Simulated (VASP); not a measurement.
# Ga: electric field gradients with PBE

Crystal: Ga.

```
CELL_PARAMETERS angstrom
-1.39220 1.39220 2.21027
1.39220 -1.39220 2.21027
1.39220 1.39220 -2.21027
ATOMIC_POSITIONS crystal
Ga 0.00000 0.00000 0.00000
```

```json
{
 "Program": "VASP 6.6.1",
 "Task": "electric field gradients",
 "Functional": "PBE",
 "Potentials or basis": "VASP PAW PBE potentials, release 64 (Ga_d)",
 "Cutoff": "520 eV",
 "k mesh": "14 × 14 × 16",
 "Occupations": "fermi-dirac, width 0.05 eV",
 "Spin": "no spin polarisation",
 "Dipole correction": "no",
 "Further INCAR settings": "ALGO = Normal; EDIFF = 1e-08; NBANDS = 12; ISYM = 0"
}
```

The pressure is 6.3 GPa and the band gap on the k mesh is zero (an odd number of electrons rules out a gap without spin polarisation). The largest electric field gradient by atom is Ga +20.7 V/Å².

Stress tensor (GPa, compression positive):
```
6.54 0.04 0.10
0.04 6.54 0.10
0.10 0.10 5.79
```

Levels at points of the mesh, in eV from the Fermi level:
| k point | band 2 | band 3 | band 4 | band 5 | band 6 | band 7 | band 8 | band 9 | band 10 | band 11 |
| --- | --- | --- | --- | --- | --- | --- | --- | --- | --- | --- |
| (0.00, 0.00, 0.00) | -15.00 | -15.00 | -14.97 | -14.82 | -11.85 | 13.29 | 13.29 | 13.36 | 16.53 | 16.68 |
| (0.50, 0.00, 0.00) | -15.10 | -14.98 | -14.79 | -14.74 | -5.02 | -4.46 | 8.91 | 12.16 | 13.01 | 15.76 |
| (0.00, 0.50, 0.00) | -15.10 | -14.98 | -14.79 | -14.74 | -5.02 | -4.46 | 8.91 | 12.16 | 13.01 | 15.76 |
| (0.50, 0.50, 0.00) | -15.21 | -14.79 | -14.78 | -14.67 | -2.38 | -1.29 | 4.18 | 5.10 | 8.27 | 8.37 |
| (0.00, 0.00, 0.50) | -15.21 | -14.78 | -14.78 | -14.67 | -2.38 | -1.29 | 4.18 | 5.10 | 8.27 | 8.37 |
| (0.50, 0.00, 0.50) | -15.10 | -14.98 | -14.79 | -14.74 | -5.02 | -4.46 | 8.91 | 12.16 | 13.01 | 15.76 |
| (0.00, 0.50, 0.50) | -15.10 | -14.98 | -14.79 | -14.74 | -5.02 | -4.46 | 8.91 | 12.16 | 13.01 | 15.76 |
| (0.50, 0.50, 0.50) | -15.21 | -14.75 | -14.75 | -14.75 | -3.86 | -3.84 | 6.64 | 6.64 | 9.87 | 10.81 |

Electric field gradients, principal values (V/Å²):
| atom | least | middle | greatest (by size) |
| --- | --- | --- | --- |
| 1 Ga | -9.905 | -10.834 | 20.738 |

It took 5.9 min on 1 thread of Oxide Virtual Turin-like Processor, with other jobs on the host, peak memory 0.37 GiB.

Caveat: the cell stands under pressure; without QUAD_EFG the Cq values of the log hold for a quadrupole moment of 1 mb, not for the nuclei.
